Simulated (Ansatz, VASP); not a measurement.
**Pt: VASP beside Ansatz**

POSCAR

```
Pt
1.0
    2.6502389911      0.0000000000      0.0000000000
   -1.3251194956      2.2951742924      0.0000000000
    0.0000000000      0.0000000000      5.1755047200
Pt
2
Direct
    0.6666666667      0.3333333333      0.7500000000
    0.3333333333      0.6666666667      0.2500000000
```

File INCAR.step1:

```
PREC = Accurate
ENCUT = 520
ISMEAR = 0
SIGMA = 0.15
LREAL = F
LASPH = T
NELM = 80
NBANDS = 17
GGA = PE
ALGO = Normal
EDIFF = 1E-4
LWAVE = T
LCHARG = F
```

INCAR.step2

```
PREC = Accurate
ENCUT = 520
EDIFF = 1E-6
ISMEAR = 0
SIGMA = 0.15
LREAL = F
LASPH = T
NELM = 80
ALGO = Normal
ISIF = 2
LWAVE = F
LCHARG = F
METAGGA = R2SCAN
LMIXTAU = T
NBANDS = 17
ISTART = 1
```

Contents of KPOINTS:

```
regular mesh
0
Gamma
  18 18 10
```

Input for Ansatz:

```yaml
crystal:
  lattice:
    - [2.6502389911, 0.0, 0.0]
    - [-1.3251194956, 2.2951742924, 0.0]
    - [0.0, 0.0, 5.17550472]
  atoms:
    - { symbol: Pt, position: [0.6666666667, 0.3333333333, 0.75] }
    - { symbol: Pt, position: [0.3333333333, 0.6666666667, 0.25] }
basis:
  ecutwfc: 500
kpoints:
  mp_grid: { grid: [18, 18, 10] }
hamiltonian:
  xc: r2scan
scf:
  occupations: { method: gaussian, width: 0.15 }
output:
  forces: true
  stress: true
  eigenvalues: true
```

Change from the starting cell: strain -0.040 along x and y, +0.080 along z, atoms carried along.

Alike in both runs: task single point; functional r2SCAN; k mesh 18 × 18 × 10; occupations gaussian, width 0.15 eV; no spin polarisation.

```csv
,VASP,Ansatz
version,VASP 6.6.1,Ansatz 0.2.0
potentials or method,"VASP PAW PBE potentials, release 64 (Pt), cutoff 520 eV","scalar-relativistic, plane waves, PAW"
valence electrons in the cell,20,36
```

|  | VASP | Ansatz | Ansatz less VASP |
| --- | --- | --- | --- |
| gap on the k mesh at the Fermi level (eV) | none | none | - |
| pressure (GPa) | 3.4 | 2.8 | -0.64 |
| traceless stress, the component that is largest in VASP (GPa) | -17.61 | -17.14 | +0.462 |

VASP's potentials were made for PBE, not for r2SCAN. A gap of «none» marks a metal or a gap that the smearing closes. With one functional, cell and mesh, what is left measures potentials, basis and numerics. VASP's potentials hold 20 valence electrons a cell and Ansatz's 36, so a difference there can come from the potentials and not from the codes.

Neither program's run includes spin-orbit coupling.
